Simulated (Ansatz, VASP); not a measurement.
Rh in VASP and in Ansatz

Contents of INCAR:

```
SYSTEM = Rh
PREC = Accurate ; ENCUT = 520
EDIFF = 1E-6 ; ISMEAR = -1
SIGMA = 0.05 ; LREAL = .False.
LASPH = .True. ; NELM = 150
ALGO = Normal ; ISIF = 2
LWAVE = .False. ; LCHARG = .False.
MAGMOM = 0 0 0 ; LORBIT = 11
LSORBIT = .True. ; GGA_COMPAT = .False.
LORBMOM = .True. ; LMAXMIX = 4
GGA = CA ; NBANDS = 26
```

File KPOINTS:

```
Automatic mesh
0
Gamma
  17 17 17
  0 0 0
```

Contents of POSCAR:

```
Rh
1.0
    0.0000000000      1.6821955841      1.6821955841
    1.6821955841      0.0000000000      1.6821955841
    1.6821955841      1.6821955841      0.0000000000
Rh
1
Direct
    0.0000000000      0.0000000000      0.0000000000
```

Input for Ansatz:

```yaml
crystal:
  lattice:
    - [0.0, 1.6821955841, 1.6821955841]
    - [1.6821955841, 0.0, 1.6821955841]
    - [1.6821955841, 1.6821955841, 0.0]
  atoms:
    - { symbol: Rh, position: [0.0, 0.0, 0.0] }
kpoints:
  mp_grid: { grid: [17, 17, 17] }
scf:
  occupations: { method: fermi_dirac, width: 0.05 }
  mixing: { preconditioner: local_kerker }
hamiltonian:
  xc: lda
  pseudopotentials: { kind: paw_fr }
output:
  forces: true
  stress: true
  eigenvalues: true
  populations: true
magnetization:
  noncollinear: true
  spin_orbit: true
```

Alike in both runs: task single point; functional LDA; k mesh 17 × 17 × 17; occupations fermi-dirac, width 0.05 eV; non-collinear spin, spin-orbit coupling.

|  | VASP | Ansatz |
| --- | --- | --- |
| version | VASP 6.6.1 | Ansatz 0.2.0 |
| potentials or method | VASP PAW LDA potentials, release 64 (Rh_pv) | PAW with Ansatz's default frozen-core files, scalar-relativistic |
| plane-wave cutoff (eV) | 520 | 420 |
| valence electrons in the cell | 15 | 17 |

|  | VASP | Ansatz | Ansatz less VASP |
| --- | --- | --- | --- |
| net moment per atom (μB) | 0.00 | 0.00 | 0.000 |

LDA's correlation is that of Perdew and Zunger in VASP and of Perdew and Wang (1992) in Ansatz. VASP's potentials hold 15 valence electrons a cell and Ansatz's 17, so a difference there can come from the potentials and not from the codes.
